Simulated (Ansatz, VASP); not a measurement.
**MgH2: VASP beside Ansatz**

The input POSCAR:

```
MgH2
1.0
   -1.8715573534      1.8715573534      4.6461729972
    1.8715573534     -1.8715573534      4.6461729972
    1.8715573534      1.8715573534     -4.6461729972
Mg H
2 4
Direct
    0.7500000000      0.2500000000      0.5000000000
    0.0000000000      0.0000000000      0.0000000000
    0.5398169929      0.0398169929      0.5000000000
    0.7898169929      0.7898169929      0.0000000000
    0.2101830071      0.2101830071      0.0000000000
    0.9601830071      0.4601830071      0.5000000000
```

Contents of INCAR.step1:

```
SYSTEM = MgH2
  PREC = Accurate
  ENCUT = 520
  ISMEAR = 0
  SIGMA = 0.01
  LREAL = .False.
  LASPH = .True.
  NELM = 100
  NBANDS = 13
  GGA = PE
  ALGO = Normal
  EDIFF = 1E-4
  LWAVE = .True.
  LCHARG = .False.
```

Contents of INCAR.step2:

```
SYSTEM = MgH2
  PREC = Accurate
  ENCUT = 520
  EDIFF = 1E-6
  ISMEAR = 0
  SIGMA = 0.01
  LREAL = .False.
  LASPH = .True.
  NELM = 100
  ALGO = Normal
  ISIF = 2
  LWAVE = .False.
  LCHARG = .False.
  METAGGA = R2SCAN
  LMIXTAU = .True.
  NBANDS = 13
  ISTART = 1
```

Contents of KPOINTS:

```
Automatic mesh
0
Gamma
  8 8 8
  0 0 0
```

Input for Ansatz:

```yaml
crystal:
  lattice:
    - [-1.8715573534, 1.8715573534, 4.6461729972]
    - [1.8715573534, -1.8715573534, 4.6461729972]
    - [1.8715573534, 1.8715573534, -4.6461729972]
  atoms:
    - { symbol: Mg, position: [0.75, 0.25, 0.5] }
    - { symbol: Mg, position: [0.0, 0.0, 0.0] }
    - { symbol: H, position: [0.5398169929, 0.0398169929, 0.5] }
    - { symbol: H, position: [0.7898169929, 0.7898169929, 0.0] }
    - { symbol: H, position: [0.2101830071, 0.2101830071, 0.0] }
    - { symbol: H, position: [0.9601830071, 0.4601830071, 0.5] }
kpoints:
  mp_grid: { grid: [8, 8, 8] }
hamiltonian:
  xc: r2scan
scf:
  occupations: { method: fixed }
  n_extra_bands: 5
output:
  forces: true
  stress: true
  eigenvalues: true
```

Alike in both runs: task single point; functional r2SCAN; k mesh 8 × 8 × 8; no spin polarisation.

|  | VASP | Ansatz |
| --- | --- | --- |
| version | VASP 6.6.1 | Ansatz 0.2.0 |
| potentials or method | VASP PAW PBE potentials, release 64 (Mg, H) | plane waves, PAW |
| plane-wave cutoff (eV) | 520 | 500 |
| occupations | gaussian, width 0.01 eV | fixed |
| valence electrons in the cell | 8 | 24 |

|  | VASP | Ansatz | Ansatz less VASP |
| --- | --- | --- | --- |
| gap on the k mesh at the Fermi level (eV) | 4.12 | 4.13 | +0.011 |
| pressure (GPa) | 1.2 | 1.5 | +0.37 |
| traceless stress, the component that is largest in VASP (GPa) | 0.08 | 0.12 | +0.042 |
| rms of the force components (eV/Å) | 0.011 | 0.013 | +0.0024 |

VASP's potentials were made for PBE, not for r2SCAN. Atom by atom the forces differ by 0.002 eV/Å (rms over components). VASP's potentials hold 8 valence electrons a cell and Ansatz's 24, so a difference there can come from the potentials and not from the codes.
